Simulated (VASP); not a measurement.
Write the native input for VASP 6.6.1 that does the following.

| Item | Value |
| --- | --- |
| Task | relaxation of cell and atoms |
| Functional | r2SCAN |
| Potentials or basis | VASP PAW PBE potentials, release 64 (Zn, Se) |
| Cutoff | 600 eV |
| k mesh | 8 × 8 × 8 |
| Occupations | gaussian, width 0.01 eV |
| Spin | no spin polarisation |
| Target pressure | 2 GPa |
| Dipole correction | no |
| Further INCAR settings | ALGO = Normal; EDIFF = 1e-06; IBRION = 2; EDIFFG = -0.002; NSW = 100; ISIF = 3 |

The system is ZnSe.

```xyz
2
Lattice="0.0000 2.8329 2.8329 2.8329 0.0000 2.8329 2.8329 2.8329 0.0000" Properties=species:S:1:pos:R:3 pbc="T T T"
Zn    0.0000    0.0000    0.0000
Se    4.2494    4.2494    4.2494
```

These files were run (other wordings do the same):

POSCAR

```
ZnSe
1.0
    0.0000000000      2.8329303775      2.8329303775
    2.8329303775      0.0000000000      2.8329303775
    2.8329303775      2.8329303775      0.0000000000
Zn Se
1 1
Direct
    0.0000000000      0.0000000000      0.0000000000
    0.7500000000      0.7500000000      0.7500000000
```

INCAR.step1

```
PREC     = Accurate       # precision mode
ENCUT    = 600            # plane-wave cutoff, eV
ISMEAR   = 0              # smearing method
SIGMA    = 0.01           # smearing width, eV
LREAL    = F              # projectors in reciprocal space
LASPH    = T              # aspherical terms in the spheres
NELM     = 100            # most SCF steps
GGA      = PE             # functional
ALGO     = Normal         # electronic algorithm
EDIFF    = 1E-4           # SCF threshold, eV
LWAVE    = T              # write WAVECAR
LCHARG   = F              # write CHGCAR
```

INCAR.step2

```
PREC     = Accurate       # precision mode
ENCUT    = 600            # plane-wave cutoff, eV
EDIFF    = 1E-6           # SCF threshold, eV
ISMEAR   = 0              # smearing method
SIGMA    = 0.01           # smearing width, eV
LREAL    = F              # projectors in reciprocal space
LASPH    = T              # aspherical terms in the spheres
NELM     = 100            # most SCF steps
ALGO     = Normal         # electronic algorithm
ISIF     = 3              # what is computed and relaxed
LWAVE    = F              # write WAVECAR
LCHARG   = F              # write CHGCAR
METAGGA  = R2SCAN         # meta-GGA
LMIXTAU  = T            
IBRION   = 2              # ionic algorithm
NSW      = 100            # ionic steps
EDIFFG   = -0.002         # ionic threshold
PSTRESS  = 20.0         
ISTART   = 1
```

KPOINTS

```
regular mesh
0
Gamma
  8 8 8
```

Potentials or basis: VASP PAW PBE potentials, release 64 (Zn, Se).

Launch:

```bash
$ cat potpaw_PBE.64/Zn/POTCAR potpaw_PBE.64/Se/POTCAR > POTCAR
$ cp INCAR.step1 INCAR
$ mpirun -np 1 vasp_std > vasp.out
$ cp INCAR.step2 INCAR
$ mpirun -np 1 vasp_std > vasp.out
```

Results of the run:

- Relaxed volume: 22.11 Å³/atom
- Relaxed cell: a = 3.969 Å, b = 3.969 Å, c = 3.969 Å, α = 60.00°, β = 60.00°, γ = 60.00°
- Space group after relaxing (to 0.05 Å): F-43m (No. 216)
- Energy change on relaxing (the enthalpy is what falls): +3.6 meV/atom
- Ionic steps: 4
- Pressure after relaxing: 2.0 GPa
- Band gap on the k mesh: 1.99 eV, direct

Caveat: the cell is relaxed towards a set pressure, so the enthalpy falls and the energy may rise; the PAW data sets were made with another functional, which shifts forces and pressure a little.

It took 87 s on 1 thread of Intel(R) Xeon(R) 6975P-C (Granite Rapids), on a shared host, peak memory 0.2 GiB.
